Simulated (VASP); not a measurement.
# Ga (P6_3/mmc) in VASP: density of states with PBE

Aim: the density of states of Ga with PBE.

Program: VASP 6.6.1. These are calculated values, not measurements. Logs are shortened: lines on timing, memory, paths and dates and some standing lists are left out, and cuts for length are marked.

## 1. The cell of the first run

The structure is hexagonal, space group P6_3/mmc (No. 194). Conventional cell: a = 2.991 Å, b = 2.991 Å, c = 4.917 Å, α = 90.00°, β = 90.00°, γ = 120.00°. Ga (site symmetry -6m2) has 12 Ga at 2.99 to 3.00 Å within 3.9 Å.

## 2. Density of states, PBE

POSCAR

```
Ga
1.0
    2.9914029652      0.0000000000      0.0000000000
   -1.4957014826      2.5906309608      0.0000000000
    0.0000000000      0.0000000000      4.9167962507
Ga
2
Direct
    0.3333333333      0.6666666667      0.7500000000
    0.6666666667      0.3333333333      0.2500000000
```

INCAR.step1

```
  PREC = Accurate
  ENCUT = 520
  EDIFF = 1E-7
  ISMEAR = 0
  SIGMA = 0.05
  LREAL = False
  LASPH = True
  NELM = 100
  ALGO = Fast
  ISIF = 2
  LWAVE = False
  LCHARG = True
  GGA = PE
  NBANDS = 20
```

KPOINTS.step1

```
Automatic mesh
0
Gamma
  16 16 8
```

INCAR.step2

```
  PREC = Accurate
  ENCUT = 520
  EDIFF = 1E-7
  ISMEAR = -5
  SIGMA = 0.05
  LREAL = False
  LASPH = True
  NELM = 100
  ALGO = Fast
  ISIF = 2
  LWAVE = False
  LCHARG = False
  GGA = PE
  LORBIT = 10
  NBANDS = 20
  NEDOS = 1001
  ICHARG = 11
```

KPOINTS.step2

```
Automatic mesh
0
Gamma
  24 24 12
```

Potentials or basis: VASP PAW PBE potentials, release 64 (Ga_d).

Run with:

```
cat potpaw_PBE.64/Ga_d/POTCAR > POTCAR
cp INCAR.step1 INCAR
cp KPOINTS.step1 KPOINTS
mpirun -np 1 vasp_std > vasp.out
cp INCAR.step2 INCAR
cp KPOINTS.step2 KPOINTS
mpirun -np 1 vasp_std > vasp.out
```

OUTCAR:

```text
PREC = Accurate
   ENCUT = 520
   EDIFF = 1E-7
   ISMEAR = -5
   LREAL = False
   LASPH = True
   NELM = 100
   ISIF = 2
   GGA = PE
   LORBIT = 10
   ICHARG = 11

 ion  position               nearest neighbor table
   1  0.333  0.667  0.750-
   2  0.667  0.333  0.250-

  LATTYP: Found a hexagonal cell.
 ALAT       =     2.9914029652
 C/A-ratio  =     1.6436422334

  Lattice vectors:

 A1 = (   2.9914029652,   0.0000000000,   0.0000000000)
 A2 = (  -1.4957014826,   2.5906309608,   0.0000000000)
 A3 = (   0.0000000000,   0.0000000000,   4.9167962507)

Analysis of symmetry for initial positions (statically):
=====================================================================
 Subroutine PRICEL returns:
 Original cell was already a primitive cell.

 Routine SETGRP: Setting up the symmetry group for a
 hexagonal supercell.

 Subroutine GETGRP returns: Found 24 space group operations
 (whereof 12 operations were pure point group operations)
 out of a pool of 24 trial point group operations.

The static configuration has the point symmetry D_3d.
 The point group associated with its full space group is D_6h.

Analysis of symmetry for dynamics (positions and initial velocities):
=====================================================================
 Subroutine PRICEL returns:
 Original cell was already a primitive cell.

 Routine SETGRP: Setting up the symmetry group for a
 hexagonal supercell.

 Subroutine GETGRP returns: Found 24 space group operations
 (whereof 12 operations were pure point group operations)
 out of a pool of 24 trial point group operations.

The dynamic configuration has the point symmetry D_3d.
 The point group associated with its full space group is D_6h.

 Subroutine INISYM returns: Found 24 space group operations
 (whereof 12 operations are pure point group operations),
 and found     1 'primitive' translations

----------------------------------------------------------------------------------------

                                     Primitive cell

  volume of cell :      38.1033
[... 83 lines left out ...]
   ISTART =      0    job   : 0-new  1-cont  2-samecut
   ICHARG =     11    charge: 1-file 2-atom 10-const
   ISPIN  =      1    spin polarized calculation?
   LNONCOLLINEAR =      F non collinear calculations
   LSORBIT =      F    spin-orbit coupling
   LASPH  =      T    aspherical Exc in radial PAW
   ENCUT  =  520.0 eV  38.22 Ry    6.18 a.u.   5.56  5.56  9.14*2*pi/ulx,y,z
   NELM   =    100;   NELMIN=  2; NELMDL=  0     # of ELM steps
   EDIFF  = 0.1E-06   stopping-criterion for ELM
   LREAL  =      F    real-space projection
   EDIFFG = 0.1E-05   stopping-criterion for IOM
   NSW    =      0    number of steps for IOM
   IBRION =     -1    ionic relax: 0-MD 1-quasi-New 2-CG
   NFREE  =      0    steps in history (QN), initial steepest desc. (CG)
   ISIF   =      2    stress and relaxation
   ISYM   =      2    0-nonsym 1-usesym 2-fastsym
   POTIM  = 0.5000    time-step for ionic-motion
   TEBEG  =    0.0;   TEEND  =   0.0 temperature during run
   PSTRESS=    0.0 pullay stress
   NELECT =      26.0000    total number of electrons
   NUPDOWN=      -1.0000    fix difference up-down
   EMIN   =  10.00;   EMAX   =-10.00  energy-range for DOS
   EFERMI =   0.00;   METHOD = LEGACY
   ISMEAR =    -5;   SIGMA  =   0.05  broadening in eV -4-tet -1-fermi 0-gaus
   EFERMI_NEDOS =   21; number of points for ismear=-14 and -15
   IALGO  =     68    algorithm
   IMIX   =      4    mixing-type and parameters
     AMIX     =   0.40;   BMIX     =  1.00
     AMIX_MAG =   1.60;   BMIX_MAG =  1.00
  volume/ion in A,a.u.               =      19.05       128.57
  Fermi-wavevector in a.u.,A,eV,Ry     =   1.441269  2.723604 28.262789  2.077256
  Thomas-Fermi vector in A             =   2.559920
   LORBIT       =     10    0 simple, 1 ext, 2 COOP (PROOUT), +10 PAW based schemes
   GGA     = PE    functional components
   LHFCALC =     F    Hartree Fock is set to
   AEXX    =    0.0000 exact exchange contribution
   IVDW    =     0    specifies the selected vdW correction
   LEPSILON=     F    determine dielectric tensor
   LRPA    =     F    only Hartree local field effects (RPA)
 non-spin polarized calculation
 RMM-DIIS sequential band-by-band and
 Fermi weights with tetrahedron method with Bloechl corrections
  energy-cutoff  :      520.00
  volume of cell :       38.10
 maximum number of plane-waves:      1051
 NGX is ok and might be reduce to    24

 number of electron      26.0000005 magnetization

 Free energy of the ion-electron system (eV)
  ---------------------------------------------------
  ext. energy  EPLUGINS =         0.00000000
  ---------------------------------------------------
  free energy    TOTEN  =        -5.75800264 eV

  energy without entropy =       -5.75800264  energy(sigma->0) =       -5.75800264

 E-fermi :   5.5013     XC(G=0): -10.9725

 val. band max:        5.7859294456   @ k =   0.5000   0.0000   0.0000
 cond. band min:       5.2755067980   @ k =   0.3750   0.2500   0.2500
 fundamental gap:     -0.5104226475
 Fermi energy:         5.5012513619

 k-point     1 :       0.0000    0.0000    0.0000
  band No.  band energies     occupation
      1      -9.4952      2.00000
      2      -9.4264      2.00000
      3      -9.4052      2.00000
      4      -9.4052      2.00000
      5      -9.3842      2.00000
      6      -9.3842      2.00000
[... 541 lines left out ...]
     19      14.9007      0.00000
     20      17.6203      0.00000

 [... further k-points ...]
[... 5 lines left out ...]
  --------------------------------------------------------------------------------------
  -------------------------------------------------------------------------------------
  Total        0.1573807      0.1573807      0.2219677      0.0000000     -0.0000000      0.0000000
  in kB        6.6175847      6.6175847      9.3333513      0.0000000     -0.0000000      0.0000000
  external PRESSURE =       7.5228402 kB  Pullay stress =       0.0000000 kB

 VOLUME and BASIS-vectors are now :
 -----------------------------------------------------------------------------
  energy-cutoff  :      520.00
  volume of cell :       38.10
      direct lattice vectors                 reciprocal lattice vectors
     2.991402965  0.000000000  0.000000000     0.334291305  0.193003175  0.000000000
    -1.495701483  2.590630961  0.000000000     0.000000000  0.386006349  0.000000000
     0.000000000  0.000000000  4.916796251     0.000000000  0.000000000  0.203384470

 POSITION                                       TOTAL-FORCE (eV/Angst)
 -----------------------------------------------------------------------------------
     -0.00000      1.72709      3.68760        -0.000000      0.000000      0.000000
      1.49570      0.86354      1.22920         0.000000     -0.000000      0.000000
 -----------------------------------------------------------------------------------
    total drift:                               -0.000000      0.000000     -0.000000

  FREE ENERGIE OF THE ION-ELECTRON SYSTEM (eV)
  ---------------------------------------------------
  free  energy   TOTEN  =        -5.7580026373 eV

  energy  without entropy=       -5.7580026373  energy(sigma->0) =       -5.75800264

 total charge

# of ion       s       p       d       tot
------------------------------------------
    1        1.039   0.518   9.956  11.513
    2        1.039   0.518   9.956  11.513
--------------------------------------------------
tot          2.079   1.035  19.912  23.026
```

OSZICAR.step1:

```text
N       E                     dE             d eps       ncg     rms          rms(c)
DAV:   1     0.130922695564E+03    0.13092E+03   -0.13418E+04  6340   0.246E+03
DAV:   2     0.546018113884E+01   -0.12546E+03   -0.12238E+03  6132   0.380E+02
DAV:   3    -0.564683212784E+01   -0.11107E+02   -0.11048E+02  6844   0.931E+01
DAV:   4    -0.581456177629E+01   -0.16773E+00   -0.16764E+00  6908   0.126E+01
DAV:   5    -0.581738582190E+01   -0.28240E-02   -0.28239E-02  7052   0.161E+00    0.113E+00
RMM:   6    -0.577442350366E+01    0.42962E-01   -0.65312E-02  7973   0.302E+00    0.589E-01
RMM:   7    -0.576453840867E+01    0.98851E-02   -0.24801E-02  8339   0.137E+00    0.149E-01
RMM:   8    -0.576349071150E+01    0.10477E-02   -0.19495E-03  8504   0.528E-01    0.174E-02
RMM:   9    -0.576350685009E+01   -0.16139E-04   -0.33771E-04  9279   0.231E-01    0.110E-02
RMM:  10    -0.576351822072E+01   -0.11371E-04   -0.84052E-05  9768   0.904E-02    0.213E-03
RMM:  11    -0.576351886773E+01   -0.64700E-06   -0.10709E-05  9236   0.297E-02    0.695E-04
RMM:  12    -0.576351883920E+01    0.28524E-07   -0.19592E-06  8001   0.132E-02    0.205E-04
RMM:  13    -0.576351886089E+01   -0.21685E-07   -0.52786E-07  5639   0.648E-03
   1 F= -.57635189E+01 E0= -.57630722E+01  d E =-.893266E-03
```

It took 9.4 min on 1 thread of AMD EPYC 7R13, shared host; peak memory 0.34 GiB.

Results:

- Valence electrons inside the program's atomic spheres: Ga 11.51

Caveat: tetrahedron occupations give inexact forces and stress in metals.
